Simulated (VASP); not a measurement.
# Be (Pm-3m) in VASP: a series of runs

Runs on Be. Level: r2SCAN. Tasks: single point.

All numbers are computed with VASP 6.6.1; they aren't measurements. Logs are shortened: lines on timing, memory, paths and dates and some standing lists are left out, and cuts for length are marked.

### 1 The cell of the first run

It takes space group Pm-3m (No. 221, cubic). Conventional cell: a = 2.228 Å, b = 2.228 Å, c = 2.228 Å, α = 90.00°, β = 90.00°, γ = 90.00°. Within 2.9 Å of Be (site symmetry m-3m) lie 6 Be at 2.23 Å.

### 2 Single point, r2SCAN (volume scaled by 1.08)

POSCAR reads:

```
Be
1.0
    2.2276869667      0.0000000000      0.0000000000
    0.0000000000      2.2276869667      0.0000000000
    0.0000000000      0.0000000000      2.2276869667
Be
1
Direct
    0.0000000000      0.0000000000      0.0000000000
```

INCAR.step1 reads:

```
PREC = Accurate ; ENCUT = 520
ISMEAR = -1 ; SIGMA = 0.1
LREAL = False ; LASPH = True
NELM = 100 ; NBANDS = 7
GGA = PE ; ALGO = Normal
EDIFF = 1E-4 ; LWAVE = True
LCHARG = False
```

INCAR.step2 reads:

```
PREC = Accurate ; ENCUT = 520
EDIFF = 1E-6 ; ISMEAR = -1
SIGMA = 0.1 ; LREAL = False
LASPH = True ; NELM = 100
ALGO = Normal ; ISIF = 2
LWAVE = False ; LCHARG = True
METAGGA = R2SCAN ; LMIXTAU = True
LELF = True ; LVHAR = True
NBANDS = 7 ; ISTART = 1
```

KPOINTS reads:

```
Automatic mesh
0
Gamma
  16 16 16
```

Potentials or basis: VASP PAW PBE potentials, release 64 (Be).

Command:

```
> cat potpaw_PBE.64/Be/POTCAR > POTCAR
> cp INCAR.step1 INCAR
> mpirun -np 1 vasp_std > vasp.out
> cp INCAR.step2 INCAR
> mpirun -np 1 vasp_std > vasp.out
```

OUTCAR:

```text
PREC = Accurate
   ENCUT = 520
   EDIFF = 1E-6
   ISMEAR = -1
   LREAL = False
   LASPH = True
   NELM = 100
   ISIF = 2
   METAGGA = R2SCAN
   ISTART = 1

 ion  position               nearest neighbor table
   1  0.000  0.000  0.000-

  LATTYP: Found a simple cubic cell.
 ALAT       =     2.2276869667

  Lattice vectors:

 A1 = (   2.2276869667,   0.0000000000,   0.0000000000)
 A2 = (   0.0000000000,   2.2276869667,   0.0000000000)
 A3 = (   0.0000000000,   0.0000000000,   2.2276869667)

Analysis of symmetry for initial positions (statically):
=====================================================================
 Subroutine PRICEL returns:
 Original cell was already a primitive cell.

 Routine SETGRP: Setting up the symmetry group for a
 simple cubic supercell.

 Subroutine GETGRP returns: Found 48 space group operations
 (whereof 48 operations were pure point group operations)
 out of a pool of 48 trial point group operations.

The static configuration has the point symmetry O_h .

Analysis of symmetry for dynamics (positions and initial velocities):
=====================================================================
 Subroutine PRICEL returns:
 Original cell was already a primitive cell.

 Routine SETGRP: Setting up the symmetry group for a
 simple cubic supercell.

 Subroutine GETGRP returns: Found 48 space group operations
 (whereof 48 operations were pure point group operations)
 out of a pool of 48 trial point group operations.

The dynamic configuration has the point symmetry O_h .

 Subroutine INISYM returns: Found 48 space group operations
 (whereof 48 operations are pure point group operations),
 and found     1 'primitive' translations

----------------------------------------------------------------------------------------

                                     Primitive cell

  volume of cell :      11.0551

  direct lattice vectors                    reciprocal lattice vectors
     2.227686967  0.000000000  0.000000000     0.448896104  0.000000000  0.000000000
     0.000000000  2.227686967  0.000000000     0.000000000  0.448896104  0.000000000
     0.000000000  0.000000000  2.227686967     0.000000000  0.000000000  0.448896104

  length of vectors
     2.227686967  2.227686967  2.227686967     0.448896104  0.448896104  0.448896104

  position of ions in fractional coordinates (direct lattice)
     0.000000000  0.000000000  0.000000000

  ion indices of the primitive-cell ions
   primitive index   ion index
                 1           1

----------------------------------------------------------------------------------------

 KPOINTS: Automatic mesh

Automatic generation of k-mesh.
 Grid dimensions read from file:
 generate k-points for:   16   16   16

 Generating k-lattice:

  Cartesian coordinates                     Fractional coordinates (reciprocal lattice)
     0.028056006  0.000000000  0.000000000     0.062500000  0.000000000  0.000000000
     0.000000000  0.028056006  0.000000000     0.000000000  0.062500000  0.000000000
     0.000000000  0.000000000  0.028056006     0.000000000  0.000000000  0.062500000

  Length of vectors
     0.028056006  0.028056006  0.028056006

  Shift w.r.t. Gamma in fractional coordinates (k-lattice)
     0.000000000  0.000000000  0.000000000

 Subroutine IBZKPT returns following result:
 ===========================================

 Found    165 irreducible k-points:

 Following reciprocal coordinates:
            Coordinates               Weight
  0.000000  0.000000  0.000000      1.000000
  0.062500  0.000000  0.000000      6.000000
  0.125000  0.000000  0.000000      6.000000
  0.187500  0.000000  0.000000      6.000000
  0.250000  0.000000  0.000000      6.000000
  0.312500  0.000000  0.000000      6.000000
[... 16 lines left out ...]
  0.437500  0.125000  0.000000     24.000000
  0.500000  0.125000  0.000000     12.000000
 [... further k-points ...]
   k-points           NKPTS =    165   k-points in BZ     NKDIM =    165   number of bands    NBANDS=      7
   number of dos      NEDOS =    301   number of ions     NIONS =      1
   total plane-waves  NPLWV =   5832
   dimension x,y,z NGX =    18 NGY =   18 NGZ =   18
   dimension x,y,z NGXF=    36 NGYF=   36 NGZF=   36
   ions per type =               1
   NGX,Y,Z   is equivalent  to a cutoff of  13.43, 13.43, 13.43 a.u.
   NGXF,Y,Z  is equivalent  to a cutoff of  26.87, 26.87, 26.87 a.u.
 SYSTEM =  unknown system
   PREC   = accura    normal or accurate (medium, high low for compatibility)
   ISTART =      1    job   : 0-new  1-cont  2-samecut
   ICHARG =      0    charge: 1-file 2-atom 10-const
   ISPIN  =      1    spin polarized calculation?
   LNONCOLLINEAR =      F non collinear calculations
   LSORBIT =      F    spin-orbit coupling
   LASPH  =      T    aspherical Exc in radial PAW
   ENCUT  =  520.0 eV  38.22 Ry    6.18 a.u.   4.14  4.14  4.14*2*pi/ulx,y,z
   NELM   =    100;   NELMIN=  2; NELMDL=  0     # of ELM steps
   EDIFF  = 0.1E-05   stopping-criterion for ELM
   LREAL  =      F    real-space projection
   EDIFFG = 0.1E-04   stopping-criterion for IOM
   NSW    =      0    number of steps for IOM
   IBRION =     -1    ionic relax: 0-MD 1-quasi-New 2-CG
   NFREE  =      0    steps in history (QN), initial steepest desc. (CG)
   ISIF   =      2    stress and relaxation
   ISYM   =      2    0-nonsym 1-usesym 2-fastsym
   POTIM  = 0.5000    time-step for ionic-motion
   TEBEG  =    0.0;   TEEND  =   0.0 temperature during run
   PSTRESS=    0.0 pullay stress
   NELECT =       2.0000    total number of electrons
   NUPDOWN=      -1.0000    fix difference up-down
   EMIN   =  10.00;   EMAX   =-10.00  energy-range for DOS
   EFERMI =   0.00;   METHOD = LEGACY
   ISMEAR =    -1;   SIGMA  =   0.10  broadening in eV -4-tet -1-fermi 0-gaus
   EFERMI_NEDOS =   21; number of points for ismear=-14 and -15
   IALGO  =     38    algorithm
   IMIX   =      4    mixing-type and parameters
     AMIX     =   0.40;   BMIX     =  1.00
     AMIX_MAG =   1.60;   BMIX_MAG =  1.00
  volume/ion in A,a.u.               =      11.06        74.60
  Fermi-wavevector in a.u.,A,eV,Ry     =   0.925900  1.749697 11.664145  0.857290
  Thomas-Fermi vector in A             =   2.051804
   LORBIT       =      0    0 simple, 1 ext, 2 COOP (PROOUT), +10 PAW based schemes
   METAGGA = R2SCAN    functional components
   LHFCALC =     F    Hartree Fock is set to
   AEXX    =    0.0000 exact exchange contribution
   IVDW    =     0    specifies the selected vdW correction
   LEPSILON=     F    determine dielectric tensor
   LRPA    =     F    only Hartree local field effects (RPA)
 non-spin polarized calculation
  energy-cutoff  :      520.00
  volume of cell :       11.06
 maximum number of plane-waves:       308
 NGX is ok and might be reduce to    18
   NGX =  9   NGY =  9   NGZ =  9

 number of electron       2.0000000 magnetization

 Free energy of the ion-electron system (eV)
  ---------------------------------------------------
  ext. energy  EPLUGINS =         0.00000000
  ---------------------------------------------------
  free energy    TOTEN  =        -3.27454534 eV

  energy without entropy =       -3.26306053  energy(sigma->0) =       -3.26880293

 E-fermi :   4.3048     XC(G=0): -10.1833

 val. band max:        4.2887191094   @ k =   0.5000   0.3125   0.1250
 cond. band min:       4.3077050700   @ k =   0.5000   0.3125   0.2500
 fundamental gap:      0.0189859605
 Fermi energy:         4.3047730032

 k-point     1 :       0.0000    0.0000    0.0000
  band No.  band energies     occupation
      1      -5.7592      2.00000
      2      18.3366      0.00000
      3      18.3366      0.00000
      4      18.3366      0.00000
      5      23.7430      0.00000
      6      23.7430      0.00000
      7      32.6164      0.00000

 k-point     2 :       0.0625    0.0000    0.0000
  band No.  band energies     occupation
      1      -5.6574      2.00000
      2      16.9177      0.00000
      3      18.4353      0.00000
      4      18.4353      0.00000
      5      23.8634      0.00000
      6      25.2743      0.00000
      7      32.5655      0.00000

 k-point     3 :       0.1250    0.0000    0.0000
  band No.  band energies     occupation
      1      -5.3524      2.00000
      2      14.3901      0.00000
      3      18.7271      0.00000
      4      18.7271      0.00000
      5      24.2235      0.00000
      6      28.0276      0.00000
      7      32.5162      0.00000

 k-point     4 :       0.1875    0.0000    0.0000
  band No.  band energies     occupation
      1      -4.8458      2.00000
      2      11.7864      0.00000
      3      19.1991      0.00000
      4      19.1991      0.00000
      5      24.8192      0.00000
      6      30.1990      0.00000
      7      33.2053      0.00000

 k-point     5 :       0.2500    0.0000    0.0000
  band No.  band energies     occupation
      1      -4.1413      2.00000
      2       9.3054      0.00000
      3      19.8245      0.00000
      4      19.8245      0.00000
      5      25.6413      0.00000
      6      30.5388      0.00000
      7      35.5740      0.00000
[... 161 lines left out ...]
 k-point    22 :       0.3750    0.1250    0.0000
  band No.  band energies     occupation
      1      -1.7631      2.00000
      2       5.2410      0.00017
      3      18.3112      0.00000
      4      21.6490      0.00000
      5      26.4512      0.00000
      6      30.6027      0.00000
      7      34.7105      0.00000

 k-point    23 :       0.4375    0.1250    0.0000
  band No.  band energies     occupation
      1      -0.6093      2.00000
      2       3.4995      1.99936
      3      19.1483      0.00000
      4      22.2255      0.00000
      5      25.2637      0.00000
      6      31.6301      0.00000
      7      33.6671      0.00000

 k-point    24 :       0.5000    0.1250    0.0000
  band No.  band energies     occupation
      1       0.1104      2.00000
      2       2.5830      2.00000
      3      19.5300      0.00000
      4      22.4524      0.00000
      5      24.7568      0.00000
      6      32.6331      0.00000
      7      32.6855      0.00000

 [... further k-points ...]

------------------------ aborting loop because EDIFF is reached ----------------------------------------

  FORCE on cell =-STRESS in cart. coord.  units (eV):
  Direction    XX          YY          ZZ          XY          YZ          ZX
  --------------------------------------------------------------------------------------
  -------------------------------------------------------------------------------------
  Total       -0.3525677     -0.3525677     -0.3525677      0.0000000     -0.0000000      0.0000000
  in kB      -51.0964307    -51.0964307    -51.0964307      0.0000000     -0.0000000      0.0000000
  external PRESSURE =     -51.0964307 kB  Pullay stress =       0.0000000 kB

 VOLUME and BASIS-vectors are now :
 -----------------------------------------------------------------------------
  energy-cutoff  :      520.00
  volume of cell :       11.06
      direct lattice vectors                 reciprocal lattice vectors
     2.227686967  0.000000000  0.000000000     0.448896104  0.000000000  0.000000000
     0.000000000  2.227686967  0.000000000     0.000000000  0.448896104  0.000000000
     0.000000000  0.000000000  2.227686967     0.000000000  0.000000000  0.448896104

 POSITION                                       TOTAL-FORCE (eV/Angst)
 -----------------------------------------------------------------------------------
      0.00000      0.00000      0.00000         0.000000      0.000000      0.000000
 -----------------------------------------------------------------------------------
    total drift:                               -0.000000     -0.000000      0.000000

  FREE ENERGIE OF THE ION-ELECTRON SYSTEM (eV)
  ---------------------------------------------------
  free  energy   TOTEN  =        -3.2745453410 eV

  energy  without entropy=       -3.2630605286  energy(sigma->0) =       -3.26880293
```

It took 15 s on 1 thread of Intel Xeon 6975P-C (Granite Rapids), shared host; peak memory 0.12 GiB.

What came out:

| Property | Result |
| --- | --- |
| Free energy | -3.2745 eV |
| Pressure | -5.1 GPa |
| Band gap on the k mesh | zero (band 1 reaches 10.04 eV, above the bottom of band 2 at 2.30 eV) |

Caveat: the PAW data sets were made with another functional, which shifts forces and pressure a little.

### 3 Single point, r2SCAN (volume scaled by 1.12)

POSCAR reads:

```
Be
1.0
    2.2548565586      0.0000000000      0.0000000000
    0.0000000000      2.2548565586      0.0000000000
    0.0000000000      0.0000000000      2.2548565586
Be
1
Direct
    0.0000000000      0.0000000000      0.0000000000
```

INCAR.step1 reads:

```
SYSTEM = Be
  ALGO = Normal
  EDIFF = 1E-4
  ENCUT = 520
  GGA = PE
  ISMEAR = -1
  LASPH = .True.
  LCHARG = .False.
  LREAL = .False.
  LWAVE = .True.
  NBANDS = 7
  NELM = 100
  PREC = Accurate
  SIGMA = 0.1
```

INCAR.step2 reads:

```
SYSTEM = Be
  ALGO = Normal
  EDIFF = 1E-7
  ENCUT = 520
  ISIF = 2
  ISMEAR = -1
  ISTART = 1
  LASPH = .True.
  LCHARG = .False.
  LMIXTAU = .True.
  LREAL = .False.
  LWAVE = .False.
  METAGGA = R2SCAN
  NBANDS = 7
  NELM = 100
  PREC = Accurate
  SIGMA = 0.1
```

KPOINTS reads:

```
k-points
0
Gamma
  16 16 16
  0 0 0
```

Potentials or basis: VASP PAW PBE potentials, release 64 (Be).

Command:

```
> cat potpaw_PBE.64/Be/POTCAR > POTCAR
> cp INCAR.step1 INCAR
> mpirun -np 1 vasp_std > vasp.out
> cp INCAR.step2 INCAR
> mpirun -np 1 vasp_std > vasp.out
```

It took 16 s on 1 thread of Intel Xeon 6975P-C (Granite Rapids), shared host; peak memory 0.12 GiB.

The run converged. Its results:

| Item | Value |
| --- | --- |
| Free energy | -3.2588 eV |
| Pressure | -7.1 GPa |
| Band gap on the k mesh | zero (band 1 reaches 9.65 eV, above the bottom of band 2 at 2.01 eV) |

Levels at points of the mesh, in eV from the Fermi level:
```csv
k point,band 1,band 2,band 3,band 4
"(0.00, 0.00, 0.00)",-9.85,13.69,13.69,13.69
"(0.50, 0.00, 0.00)",-4.50,-2.03,17.33,17.33
"(0.50, 0.50, 0.00)",0.88,0.88,6.63,6.72
"(0.50, 0.50, 0.50)",5.60,5.60,5.60,13.15
```

Caveat: the PAW data sets were made with another functional, which shifts forces and pressure a little.
